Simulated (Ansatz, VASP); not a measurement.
**Zn2B3: VASP beside Ansatz**

Contents of INCAR:

```
PREC = Accurate ; ENCUT = 500
EDIFF = 1E-7 ; ISMEAR = 0
SIGMA = 0.2 ; LREAL = False
LASPH = True ; NELM = 120
ALGO = Normal ; ISIF = 3
LWAVE = False ; LCHARG = False
GGA = PE ; IBRION = 2
NSW = 36 ; EDIFFG = -0.08
GGA_COMPAT = False ; NELMIN = 4
```

The input KPOINTS:

```
regular mesh
0
Gamma
  3 3 5
```

POSCAR

```
Zn2B3
1.0
    5.8475841400      0.0000000000      0.0000000000
    0.0000000000      5.8475841400      0.0000000000
    0.0000000000      0.0000000000      3.4126633200
Zn B
4 6
Direct
    0.6734000100      0.1734000100      0.0000000000
    0.8265999900      0.6734000100      0.0000000000
    0.3265999900      0.8265999900      0.0000000000
    0.1734000100      0.3265999900      0.0000000000
    0.8714000100      0.3714000100      0.5000000000
    0.6285999900      0.8714000100      0.5000000000
    0.1285999900      0.6285999900      0.5000000000
    0.3714000100      0.1285999900      0.5000000000
    0.5000000000      0.5000000000      0.5000000000
    0.0000000000      0.0000000000      0.5000000000
```

Input for Ansatz:

```yaml
crystal:
  lattice:
    - [5.84758414, 0.0, 0.0]
    - [0.0, 5.84758414, 0.0]
    - [0.0, 0.0, 3.41266332]
  atoms:
    - { symbol: Zn, position: [0.67340001, 0.17340001, 0.0] }
    - { symbol: Zn, position: [0.82659999, 0.67340001, 0.0] }
    - { symbol: Zn, position: [0.32659999, 0.82659999, 0.0] }
    - { symbol: Zn, position: [0.17340001, 0.32659999, 0.0] }
    - { symbol: B, position: [0.87140001, 0.37140001, 0.5] }
    - { symbol: B, position: [0.62859999, 0.87140001, 0.5] }
    - { symbol: B, position: [0.12859999, 0.62859999, 0.5] }
    - { symbol: B, position: [0.37140001, 0.12859999, 0.5] }
    - { symbol: B, position: [0.5, 0.5, 0.5] }
    - { symbol: B, position: [0.0, 0.0, 0.5] }
basis:
  ecutwfc: 420
kpoints:
  mp_grid: { grid: [3, 3, 5] }
hamiltonian:
  xc: pbe
scf:
  occupations: { method: gaussian, width: 0.2 }
  lower_state_search: "off"
output:
  forces: true
  stress: true
  eigenvalues: true
relax:
  adjacent_minimum: "off"
  f_tol: 0.08
  max_steps: 16
  cell: { stress_tol: 0.8 }
```

Change from the starting cell: species swapped into the Sr2Pb3 type (P4/mbm, No. 127).

Alike in both runs: task relaxation of cell and atoms; functional PBE; k mesh 3 × 3 × 5; occupations gaussian, width 0.2 eV; no spin polarisation.

|  | VASP | Ansatz |
| --- | --- | --- |
| version | VASP 6.6.1 | Ansatz 0.2.0 |
| potentials or method | VASP PAW PBE potentials, release 64 (Zn, B), cutoff 500 eV | scalar-relativistic, plane waves, PAW |
| valence electrons in the cell | 66 | 66 |

|  | VASP | Ansatz | Ansatz less VASP |
| --- | --- | --- | --- |
| gap on the k mesh at the Fermi level, each at its own relaxed structure (eV) | none | none | - |
| relaxed volume (Å³/atom) | 10.10 | 10.10 | +0.005 |
| relaxed cell length with the largest relative difference (Å) | 4.494 | 4.486 | -0.0081 |

A gap of «none» marks a metal or a gap that the smearing closes.

The k mesh is coarse, so the values compare programs but aren't converged.
